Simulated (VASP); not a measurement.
Here is a VASP 6.6.1 calculation.

INCAR

```
SYSTEM = O
ALGO = Normal
EDIFF = 1E-6
ENCUT = 520
GGA = CA
ISIF = 2
ISMEAR = -1
LASPH = .TRUE.
LCHARG = .FALSE.
LREAL = .FALSE.
LWAVE = .FALSE.
NBANDS = 9
NELM = 60
PREC = Accurate
SIGMA = 0.08
```

KPOINTS

```
k-points
0
G
  18 18 18
  0 0 0
```

The input POSCAR:

```
O
1.0
    0.0000000000      1.4232317644      1.4232317644
    1.4232317644      0.0000000000      1.4232317644
    1.4232317644      1.4232317644      0.0000000000
O
1
Direct
    0.0000000000      0.0000000000      0.0000000000
```

Potentials or basis: VASP PAW LDA potentials, release 64 (O).

Command:

```bash
$ cat potpaw_LDA.64/O/POTCAR > POTCAR
$ mpirun -np 1 vasp_std > vasp.out
```

**Question.** Estimate the band gap on the k mesh.

**Answer.** Zero (band 3 reaches 9.37 eV, above the bottom of band 4 at 3.78 eV).

**Question.** Estimate the pressure.

**Answer.** 73.0 GPa.
